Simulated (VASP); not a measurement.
# ReSb (F-43m) in VASP: further runs

Runs on ReSb. Level: PBEsol. Tasks: single point.

All numbers are computed with VASP 6.6.1; they aren't measurements. Logs are shortened: lines on timing, memory, paths and dates and some standing lists are left out, and cuts for length are marked.

**1. The cell of the first run**

It takes space group F-43m (No. 216, cubic). The conventional cell has a = 5.424 Å, b = 5.424 Å, c = 5.424 Å, α = 90.00°, β = 90.00°, γ = 90.00°. Within 3.1 Å of Re (site symmetry -43m) lie 4 Sb at 2.35 Å. Within 3.1 Å of Sb (site symmetry -43m) lie 4 Re at 2.35 Å.

**2. Single point, PBEsol**

Contents of INCAR:

```
SYSTEM = ReSb
PREC = Accurate ; ENCUT = 520
EDIFF = 1E-6 ; ISMEAR = 0
SIGMA = 0.05 ; LREAL = .False.
LASPH = .True. ; NELM = 80
ALGO = Normal ; ISIF = 2
LWAVE = .False. ; LCHARG = .False.
GGA = PS ; NBANDS = 13
```

Contents of KPOINTS:

```
regular mesh
0
Gamma
  10 10 10
  0 0 0
```

Contents of POSCAR:

```
ReSb
1.0
    0.0000000000      2.7118364662      2.7118364662
    2.7118364662      0.0000000000      2.7118364662
    2.7118364662      2.7118364662      0.0000000000
Re Sb
1 1
Direct
    0.0000000000      0.0000000000      0.0000000000
    0.2500000000      0.2500000000      0.2500000000
```

Potentials or basis: VASP PAW PBE potentials, release 64 (Re, Sb).

Command:

```
$ cat potpaw_PBE.64/Re/POTCAR potpaw_PBE.64/Sb/POTCAR > POTCAR
$ mpirun -np 1 vasp_std > vasp.out
```

OUTCAR:

```text
SYSTEM = ReSb
   PREC = Accurate
   ENCUT = 520
   EDIFF = 1E-6
   ISMEAR = 0
   LREAL = .False.
   LASPH = .True.
   NELM = 80
   ISIF = 2
   GGA = PS

 ion  position               nearest neighbor table
   1  0.000  0.000  0.000-   2 2.35   2 2.35   2 2.35   2 2.35
   2  0.250  0.250  0.250-   1 2.35   1 2.35   1 2.35   1 2.35

  LATTYP: Found a face centered cubic cell.
 ALAT       =     5.4236729324

  Lattice vectors:

 A1 = (   0.0000000000,   2.7118364662,   2.7118364662)
 A2 = (   2.7118364662,   0.0000000000,   2.7118364662)
 A3 = (   2.7118364662,   2.7118364662,   0.0000000000)

Analysis of symmetry for initial positions (statically):
=====================================================================
 Subroutine PRICEL returns:
 Original cell was already a primitive cell.

 Routine SETGRP: Setting up the symmetry group for a
 face centered cubic supercell.

 Subroutine GETGRP returns: Found 24 space group operations
 (whereof 24 operations were pure point group operations)
 out of a pool of 48 trial point group operations.

The static configuration has the point symmetry T_d .

Analysis of symmetry for dynamics (positions and initial velocities):
=====================================================================
 Subroutine PRICEL returns:
 Original cell was already a primitive cell.

 Routine SETGRP: Setting up the symmetry group for a
 face centered cubic supercell.

 Subroutine GETGRP returns: Found 24 space group operations
 (whereof 24 operations were pure point group operations)
 out of a pool of 48 trial point group operations.

The dynamic configuration has the point symmetry T_d .

 Subroutine INISYM returns: Found 24 space group operations
 (whereof 24 operations are pure point group operations),
 and found     1 'primitive' translations

----------------------------------------------------------------------------------------

                                     Primitive cell

  volume of cell :      39.8860

  direct lattice vectors                    reciprocal lattice vectors
     0.000000000  2.711836466  2.711836466    -0.184376900  0.184376900  0.184376900
     2.711836466  0.000000000  2.711836466     0.184376900 -0.184376900  0.184376900
     2.711836466  2.711836466  0.000000000     0.184376900  0.184376900 -0.184376900

  length of vectors
     3.835115909  3.835115909  3.835115909     0.319350158  0.319350158  0.319350158

  position of ions in fractional coordinates (direct lattice)
     0.000000000  0.000000000  0.000000000
     0.250000000  0.250000000  0.250000000

  ion indices of the primitive-cell ions
   primitive index   ion index
                 1           1
                 2           2

----------------------------------------------------------------------------------------

 KPOINTS: regular mesh

Automatic generation of k-mesh.
 Grid dimensions read from file:
 generate k-points for:   10   10   10

 Generating k-lattice:

  Cartesian coordinates                     Fractional coordinates (reciprocal lattice)
    -0.018437690  0.018437690  0.018437690     0.100000000  0.000000000  0.000000000
     0.018437690 -0.018437690  0.018437690     0.000000000  0.100000000  0.000000000
     0.018437690  0.018437690 -0.018437690     0.000000000  0.000000000  0.100000000

  Length of vectors
     0.031935016  0.031935016  0.031935016

  Shift w.r.t. Gamma in fractional coordinates (k-lattice)
     0.000000000  0.000000000  0.000000000

 Subroutine IBZKPT returns following result:
 ===========================================

 Found     47 irreducible k-points:

 Following reciprocal coordinates:
            Coordinates               Weight
  0.000000  0.000000  0.000000      1.000000
  0.100000  0.000000  0.000000      8.000000
  0.200000  0.000000  0.000000      8.000000
  0.300000  0.000000  0.000000      8.000000
  0.400000  0.000000  0.000000      8.000000
  0.500000  0.000000  0.000000      4.000000
[... 16 lines left out ...]
  0.300000  0.300000  0.000000      6.000000
  0.400000  0.300000  0.000000     24.000000
 [... further k-points ...]
   k-points           NKPTS =     47   k-points in BZ     NKDIM =     47   number of bands    NBANDS=     13
   number of dos      NEDOS =    301   number of ions     NIONS =      2
   total plane-waves  NPLWV =  27000
   dimension x,y,z NGX =    30 NGY =   30 NGZ =   30
   dimension x,y,z NGXF=    60 NGYF=   60 NGZF=   60
   ions per type =               1   1
   NGX,Y,Z   is equivalent  to a cutoff of  13.00, 13.00, 13.00 a.u.
   NGXF,Y,Z  is equivalent  to a cutoff of  26.01, 26.01, 26.01 a.u.
 SYSTEM =  ReSb
   PREC   = accura    normal or accurate (medium, high low for compatibility)
   ISTART =      0    job   : 0-new  1-cont  2-samecut
   ICHARG =      2    charge: 1-file 2-atom 10-const
   ISPIN  =      1    spin polarized calculation?
   LNONCOLLINEAR =      F non collinear calculations
   LSORBIT =      F    spin-orbit coupling
   LASPH  =      T    aspherical Exc in radial PAW
   ENCUT  =  520.0 eV  38.22 Ry    6.18 a.u.   7.13  7.13  7.13*2*pi/ulx,y,z
   NELM   =     80;   NELMIN=  2; NELMDL= -5     # of ELM steps
   EDIFF  = 0.1E-05   stopping-criterion for ELM
   LREAL  =      F    real-space projection
   EDIFFG = 0.1E-04   stopping-criterion for IOM
   NSW    =      0    number of steps for IOM
   IBRION =     -1    ionic relax: 0-MD 1-quasi-New 2-CG
   NFREE  =      0    steps in history (QN), initial steepest desc. (CG)
   ISIF   =      2    stress and relaxation
   ISYM   =      2    0-nonsym 1-usesym 2-fastsym
   POTIM  = 0.5000    time-step for ionic-motion
   TEBEG  =    0.0;   TEEND  =   0.0 temperature during run
   PSTRESS=    0.0 pullay stress
   NELECT =      12.0000    total number of electrons
   NUPDOWN=      -1.0000    fix difference up-down
   EMIN   =  10.00;   EMAX   =-10.00  energy-range for DOS
   EFERMI =   0.00;   METHOD = LEGACY
   ISMEAR =     0;   SIGMA  =   0.05  broadening in eV -4-tet -1-fermi 0-gaus
   EFERMI_NEDOS =   21; number of points for ismear=-14 and -15
   IALGO  =     38    algorithm
   IMIX   =      4    mixing-type and parameters
     AMIX     =   0.40;   BMIX     =  1.00
     AMIX_MAG =   1.60;   BMIX_MAG =  1.00
  volume/ion in A,a.u.               =      19.94       134.58
  Fermi-wavevector in a.u.,A,eV,Ry     =   1.096971  2.072974 16.372503  1.203345
  Thomas-Fermi vector in A             =   2.233322
   LORBIT       =      0    0 simple, 1 ext, 2 COOP (PROOUT), +10 PAW based schemes
   GGA     = PS    functional components
   LHFCALC =     F    Hartree Fock is set to
   AEXX    =    0.0000 exact exchange contribution
   IVDW    =     0    specifies the selected vdW correction
   LEPSILON=     F    determine dielectric tensor
   LRPA    =     F    only Hartree local field effects (RPA)
 non-spin polarized calculation
 Gauss-broadening in eV      SIGMA  =   0.05
  energy-cutoff  :      520.00
  volume of cell :       39.89
 maximum number of plane-waves:      1090
 NGX is ok and might be reduce to    30
   NGX = 15   NGY = 15   NGZ = 15

 number of electron      12.0000000 magnetization

 Free energy of the ion-electron system (eV)
  ---------------------------------------------------
  ext. energy  EPLUGINS =         0.00000000
  ---------------------------------------------------
  free energy    TOTEN  =       -12.98264633 eV

  energy without entropy =      -12.98212082  energy(sigma->0) =      -12.98238357

 E-fermi :   7.7810     XC(G=0): -11.4969

 val. band max:        7.7537440973   @ k =   0.5000   0.5000   0.0000
 cond. band min:       7.8328359952   @ k =   0.5000   0.0000   0.0000
 fundamental gap:      0.0790918979
 Fermi energy:         7.7810041645

 k-point     1 :       0.0000    0.0000    0.0000
  band No.  band energies     occupation
      1      -4.4509      2.00000
      2       4.0176      2.00000
      3       4.0176      2.00000
      4       4.0176      2.00000
      5       7.3052      2.00000
      6       7.3052      2.00000
      7      13.3530      0.00000
      8      15.4785      0.00000
      9      15.4785      0.00000
     10      15.4785      0.00000
     11      17.4979      0.00000
     12      17.4979      0.00000
     13      17.4980      0.00000

 k-point     2 :       0.1000    0.0000    0.0000
  band No.  band energies     occupation
      1      -4.2990      2.00000
      2       3.8394      2.00000
      3       4.0855      2.00000
      4       4.0855      2.00000
      5       7.2458      2.00000
      6       7.2458      2.00000
      7      13.5848      0.00000
      8      14.4612      0.00000
      9      15.4892      0.00000
     10      15.4892      0.00000
     11      16.8459      0.00000
     12      17.3058      0.00000
     13      17.3058      0.00000

 k-point     3 :       0.2000    0.0000    0.0000
  band No.  band energies     occupation
      1      -3.8709      2.00000
      2       3.4220      2.00000
      3       4.2463      2.00000
      4       4.2463      2.00000
      5       7.1613      2.00000
      6       7.1613      2.00000
      7      12.0464      0.00000
      8      14.3959      0.00000
      9      14.9641      0.00000
     10      14.9641      0.00000
     11      16.5087      0.00000
     12      17.4426      0.00000
     13      17.4426      0.00000
[... 305 lines left out ...]
 k-point    23 :       0.3000    0.3000    0.0000
  band No.  band energies     occupation
      1      -2.8243      2.00000
      2       2.5123      2.00000
      3       4.9906      2.00000
      4       4.9906      2.00000
      5       6.0991      2.00000
      6       7.5896      2.00000
      7      11.0435      0.00000
      8      11.2341      0.00000
      9      11.2341      0.00000
     10      15.1157      0.00000
     11      16.4852      0.00000
     12      19.9015      0.00000
     13      19.9015      0.00000

 k-point    24 :       0.4000    0.3000    0.0000
  band No.  band energies     occupation
      1      -2.3325      2.00000
      2       2.2909      2.00000
      3       5.0132      2.00000
      4       5.2542      2.00000
      5       6.2896      2.00000
      6       7.6763      1.99695
      7       9.0865      0.00000
      8      10.5121      0.00000
      9      11.0237      0.00000
     10      15.5183      0.00000
     11      16.8767      0.00000
     12      20.3389      0.00000
     13      20.4001      0.00000

 [... further k-points ...]
[... 5 lines left out ...]
  --------------------------------------------------------------------------------------
  -------------------------------------------------------------------------------------
  Total       13.7596649     13.7596649     13.7596649      0.0000000      0.0000000      0.0000000
  in kB      552.7108044    552.7108044    552.7108044      0.0000000      0.0000000      0.0000000
  external PRESSURE =     552.7108044 kB  Pullay stress =       0.0000000 kB

 VOLUME and BASIS-vectors are now :
 -----------------------------------------------------------------------------
  energy-cutoff  :      520.00
  volume of cell :       39.89
      direct lattice vectors                 reciprocal lattice vectors
     0.000000000  2.711836466  2.711836466    -0.184376900  0.184376900  0.184376900
     2.711836466  0.000000000  2.711836466     0.184376900 -0.184376900  0.184376900
     2.711836466  2.711836466  0.000000000     0.184376900  0.184376900 -0.184376900

 POSITION                                       TOTAL-FORCE (eV/Angst)
 -----------------------------------------------------------------------------------
      0.00000      0.00000      0.00000         0.000000      0.000000      0.000000
      1.35592      1.35592      1.35592        -0.000000     -0.000000     -0.000000
 -----------------------------------------------------------------------------------
    total drift:                               -0.000000     -0.000000     -0.000000

  FREE ENERGIE OF THE ION-ELECTRON SYSTEM (eV)
  ---------------------------------------------------
  free  energy   TOTEN  =       -12.9826463294 eV

  energy  without entropy=      -12.9821208157  energy(sigma->0) =      -12.98238357
```

Run time: 30 s. Hardware: 1 thread of Intel Xeon Platinum 8375C at 2.90GHz (Ice Lake), shared host; peak memory 0.18 GiB.

Results:

```yaml
Free_energy: -12.9826 eV
Pressure: 55.3 GPa
Band_gap_on_the_k_mesh: 0.08 eV, indirect (least direct gap 0.17 eV)
```

Caveat: the PAW data sets were made with another functional, which shifts forces and pressure a little; spin-orbit coupling is left out, which moves the levels of the heavy elements.

**3. Single point, PBEsol**

This run uses another cell than the first one, of 22.34 Å³/atom, 1.120 times its volume.

Contents of INCAR:

```
SYSTEM = ReSb
PREC     = Accurate       ! precision mode
ENCUT    = 520            ! plane-wave cutoff, eV
EDIFF    = 1E-7           ! SCF threshold, eV
ISMEAR   = 0              ! smearing method
SIGMA    = 0.05           ! smearing width, eV
LREAL    = .FALSE.        ! projectors in reciprocal space
LASPH    = .TRUE.         ! aspherical terms in the spheres
NELM     = 100            ! most SCF steps
ALGO     = Normal         ! electronic algorithm
ISIF     = 2              ! what is computed and relaxed
LWAVE    = .FALSE.        ! write WAVECAR
LCHARG   = .TRUE.         ! write CHGCAR
GGA      = PS             ! functional
LELF     = .TRUE.         ! ELF
LVHAR    = .TRUE.       
NBANDS   = 13             ! bands
```

Contents of KPOINTS:

```
Automatic mesh
0
G
  10 10 10
  0 0 0
```

Contents of POSCAR:

```
ReSb
1.0
    0.0000000000      2.8162389712      2.8162389712
    2.8162389712      0.0000000000      2.8162389712
    2.8162389712      2.8162389712      0.0000000000
Re Sb
1 1
Direct
    0.0000000000      0.0000000000      0.0000000000
    0.2500000000      0.2500000000      0.2500000000
```

Potentials or basis: VASP PAW PBE potentials, release 64 (Re, Sb).

Command:

```
$ cat potpaw_PBE.64/Re/POTCAR potpaw_PBE.64/Sb/POTCAR > POTCAR
$ mpirun -np 1 vasp_std > vasp.out
```

Wall time 35 s (1 thread of Intel Xeon Platinum 8375C at 2.90GHz (Ice Lake), shared host); peak memory 0.18 GiB.

The run converged. Its results:

* Free energy: -14.1582 eV
* Pressure: 25.9 GPa
* Band gap on the k mesh: zero (band 6 reaches 6.47 eV, above the bottom of band 7 at 6.45 eV)

Levels at points of the mesh, in eV from the Fermi level:
```tsv
k point	band 3	band 4	band 5	band 6	band 7	band 8	band 9	band 10
(0.00, 0.00, 0.00)	-3.40	-3.40	-0.40	-0.40	4.91	7.21	7.21	7.21
(0.50, 0.00, 0.00)	-3.00	-3.00	-0.10	-0.10	-0.02	4.07	4.07	5.54
(0.50, 0.50, 0.00)	-1.69	-1.69	-1.42	-0.02	0.05	1.10	1.10	7.47
```

Caveat: the PAW data sets were made with another functional, which shifts forces and pressure a little; spin-orbit coupling is left out, which moves the levels of the heavy elements.

**4. Single point, PBEsol**

This run uses another cell than the first one, of 25.02 Å³/atom, 1.254 times its volume.

Contents of INCAR:

```
SYSTEM = ReSb
PREC = Accurate
ENCUT = 520
EDIFF = 1E-6
ISMEAR = 0
SIGMA = 0.05
LREAL = .FALSE.
LASPH = .TRUE.
NELM = 80
ALGO = Normal
ISIF = 2
LWAVE = .FALSE.
LCHARG = .FALSE.
GGA = PS
NBANDS = 13
```

Contents of KPOINTS:

```
regular mesh
0
G
  10 10 10
  0 0 0
```

Contents of POSCAR:

```
ReSb
1.0
    0.0000000000      2.9246608495      2.9246608495
    2.9246608495      0.0000000000      2.9246608495
    2.9246608495      2.9246608495      0.0000000000
Re Sb
1 1
Direct
    0.0000000000      0.0000000000      0.0000000000
    0.2500000000      0.2500000000      0.2500000000
```

Command:

```
$ cat potpaw_PBE.64/Re/POTCAR potpaw_PBE.64/Sb/POTCAR > POTCAR
$ mpirun -np 1 vasp_std > vasp.out
```

Run time: 28 s. Hardware: 1 thread of Intel Xeon Platinum 8375C at 2.90GHz (Ice Lake), shared host; peak memory 0.19 GiB.

Results (log left out):

* Free energy: -14.6716 eV
* Pressure: 6.5 GPa
* Band gap on the k mesh: zero (band 6 reaches 5.33 eV, above the bottom of band 7 at 5.24 eV)

Levels at points of the mesh, in eV from the Fermi level:
| k point | band 3 | band 4 | band 5 | band 6 | band 7 | band 8 | band 9 | band 10 |
| --- | --- | --- | --- | --- | --- | --- | --- | --- |
| (0.00, 0.00, 0.00) | -3.06 | -3.06 | -0.32 | -0.32 | 4.24 | 6.61 | 6.61 | 6.61 |
| (0.50, 0.00, 0.00) | -2.70 | -2.70 | -0.08 | -0.08 | -0.05 | 3.62 | 3.62 | 5.16 |
| (0.50, 0.50, 0.00) | -1.66 | -1.66 | -1.10 | -0.16 | 0.09 | 1.04 | 1.04 | 6.90 |

Caveat: the PAW data sets were made with another functional, which shifts forces and pressure a little; spin-orbit coupling is left out, which moves the levels of the heavy elements.

[end of part 1 of 2]
